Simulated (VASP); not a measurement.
K2S:

```
CELL_PARAMETERS angstrom
0.00000 3.69550 3.69550
3.69550 0.00000 3.69550
3.69550 3.69550 0.00000
ATOMIC_POSITIONS crystal
K 0.25000 0.25000 0.25000
K 0.75000 0.75000 0.75000
S 0.00000 0.00000 0.00000
```

Base run:

- Program: VASP 6.6.1
- Functional: PBE-based screened hybrid with 35 % exact exchange
- Potentials or basis: VASP PAW PBE potentials, release 64 (K_sv, S)
- Cutoff: 400 eV
- k mesh: 4 × 4 × 4
- Occupations: gaussian, width 0.05 eV
- Spin: no spin polarisation

Its results: band gap on the k mesh 3.00 eV (least direct gap 3.19 eV); pressure 0.3 GPa.

**Question.** After a change of settings the same cell gave: band gap on the k mesh 5.06 eV (least direct gap 5.24 eV); pressure 0.1 GPa. Which change was it?
A. functional from PBE-based screened hybrid with 35 % exact exchange to PBE; cutoff from 400 eV to 500 eV; k mesh from 4 × 4 × 4 to 6 × 6 × 6
B. functional from PBE-based screened hybrid with 35 % exact exchange to PBE; cutoff from 400 eV to 500 eV
C. functional from PBE-based screened hybrid with 35 % exact exchange to PBE-based global hybrid with 40 % exact exchange; share of exact exchange from 0.35 to 0.4

**Answer.** C.

Caveats: the PAW data sets were made with another functional, which shifts forces and pressure a little.
